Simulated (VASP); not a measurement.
## Ir2Ru3: single point with PBE

The system is Ir2Ru3.

```
Ru Ir
1.0
     2.75433    0.00000    0.00000
    -1.37717    2.38532    0.00000
     0.00000    0.00000   21.49068
Ru Ir
6 4
Cartesian
  0.0000 1.5902 12.8756
  0.0000 1.5902 0.0000
  0.0000 1.5902 8.6151
  1.3772 0.7951 14.9776
  1.3772 0.7951 6.5131
  1.3772 0.7951 10.7453
  0.0000 1.5902 17.1160
  0.0000 1.5902 4.3747
  1.3772 0.7951 19.3559
  1.3772 0.7951 2.1347
```

```json
{
 "Program": "VASP 6.6.1",
 "Task": "single point",
 "Functional": "PBE",
 "Potentials or basis": "VASP PAW PBE potentials, release 64 (Ru_pv, Ir)",
 "Cutoff": "520 eV",
 "k mesh": "6 × 6 × 1",
 "Occupations": "gaussian, width 0.1 eV",
 "Spin": "collinear spin, ferromagnetic start",
 "Starting moments": "[1.0, 1.0, 1.0, 1.0, 1.0, 1.0, 1.0, 1.0, 1.0, 1.0] μB",
 "Dipole correction": "no",
 "Further INCAR settings": "ALGO = Normal; EDIFF = 1e-06; NBANDS = 75"
}
```

- Pressure: 0.1 GPa
- Largest force: 0.023 eV/Å
- Band gap on the k mesh: zero (filled and empty bands overlap)
- Net moment: 0.00 μB per cell
- Valence electrons inside the program's atomic spheres: Ru 12.63, 12.61, 12.62 (each value once); Ir 8.34

Forces in eV/Å, atoms in the order of the input:
```
Ru   0.000  0.000  0.004
Ru   0.000  0.000  0.000
Ru   0.000  0.000 -0.004
Ru   0.000  0.000 -0.018
Ru   0.000  0.000  0.018
Ru   0.000  0.000  0.000
Ir   0.000  0.000 -0.018
Ir   0.000  0.000  0.018
Ir   0.000  0.000  0.023
Ir   0.000  0.000 -0.023
```

Levels at points of the mesh, in eV from the Fermi level:
Spin up:
| k point | band 58 | band 59 | band 60 | band 61 | band 62 | band 63 | band 64 | band 65 |
| --- | --- | --- | --- | --- | --- | --- | --- | --- |
| (0.00, 0.00, 0.00) | -1.41 | -1.41 | -1.33 | -1.33 | -0.76 | -0.66 | -0.39 | -0.39 |
| (0.50, 0.00, 0.00) | 0.95 | 1.07 | 1.08 | 1.13 | 1.21 | 1.26 | 1.31 | 1.33 |
Spin down:
| k point | band 58 | band 59 | band 60 | band 61 | band 62 | band 63 | band 64 | band 65 |
| --- | --- | --- | --- | --- | --- | --- | --- | --- |
| (0.00, 0.00, 0.00) | -1.41 | -1.41 | -1.33 | -1.33 | -0.76 | -0.67 | -0.39 | -0.39 |
| (0.50, 0.00, 0.00) | 0.95 | 1.07 | 1.08 | 1.13 | 1.21 | 1.26 | 1.31 | 1.34 |

Run time: 3.7 min on 1 thread of AMD EPYC 9R45 96-Core Processor (Zen 5) (shared host), peak memory 0.32 GiB.

Caveat: the k points lie up to 0.44 Å⁻¹ apart, too coarse for converged energies and pressures of a metal; spin-orbit coupling is left out, which moves the levels of the heavy elements.
